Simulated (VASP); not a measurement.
SnSe, 2 atoms in the cell. The structure is cubic, space group Fm-3m (No. 225). The conventional cell has a = 5.946 Å, b = 5.946 Å, c = 5.946 Å, α = 90.00°, β = 90.00°, γ = 90.00°. Within 3.9 Å of Sn (site symmetry m-3m) lie 6 Se at 2.97 Å. Within 3.9 Å of Se (site symmetry m-3m) lie 6 Sn at 2.97 Å. 

- Program: VASP 6.6.1
- Task: single point
- Functional: PBEsol
- Potentials or basis: VASP PAW PBE potentials, release 64 (Sn_d, Se)
- Cutoff: 520 eV
- k mesh: 8 × 8 × 8
- Occupations: gaussian, width 0.02 eV
- Spin: no spin polarisation
- Dipole correction: no
- Further INCAR settings: ALGO = Normal; EDIFF = 1e-07; NBANDS = 17

Potentials or basis: VASP PAW PBE potentials, release 64 (Sn_d, Se).

The run is started by

```console
$ cat potpaw_PBE.64/Sn_d/POTCAR potpaw_PBE.64/Se/POTCAR > POTCAR
$ mpirun -np 1 vasp_std > vasp.out
```

Hardware: 1 thread of Intel Xeon 8259CL, on a shared host.

**Question.** How long does it take, and how much memory?

**Answer.** Wall time 23 s on 1 thread of Intel Xeon 8259CL (shared host), peak memory 0.19 GiB. Counts: scf iterations 12, k points 29.
